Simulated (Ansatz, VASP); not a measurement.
**One calculation of SnS2, two programs**

```
Sn S
1.0
     3.67431    0.00000    0.00000
    -1.83715    3.18204    0.00000
     0.00000    0.00000    6.22883
Sn S
1 2
Direct
  0.00000 0.00000 0.00000
  0.33333 0.66667 0.23465
  0.66667 0.33333 0.76535
```

Alike in both runs: task relaxation of cell and atoms; functional r2SCAN; k mesh 12 × 12 × 6; occupations gaussian, width 0.02 eV; no spin polarisation.

|  | VASP | Ansatz |
| --- | --- | --- |
| version | VASP 6.6.1 | Ansatz 0.2.0 |
| potentials or method | VASP PAW PBE potentials, release 64 (Sn_d, S), cutoff 550 eV | scalar-relativistic, plane waves, PAW |
| valence electrons in the cell | 26 | 26 |

Ansatz gave:

```
gap on the k mesh at the Fermi level, each at its own relaxed structure (eV) : 1.90
relaxed volume (Å³/atom)                                                     : 24.44
relaxed cell length with the largest relative difference (Å)                 : 6.275
```

Question: Which values does VASP return?

Answer: gap on the k mesh at the Fermi level, each at its own relaxed structure (eV): 1.90; relaxed volume (Å³/atom): 24.26; relaxed cell length with the largest relative difference (Å): 6.231.

VASP's potentials were made for PBE, not for r2SCAN.
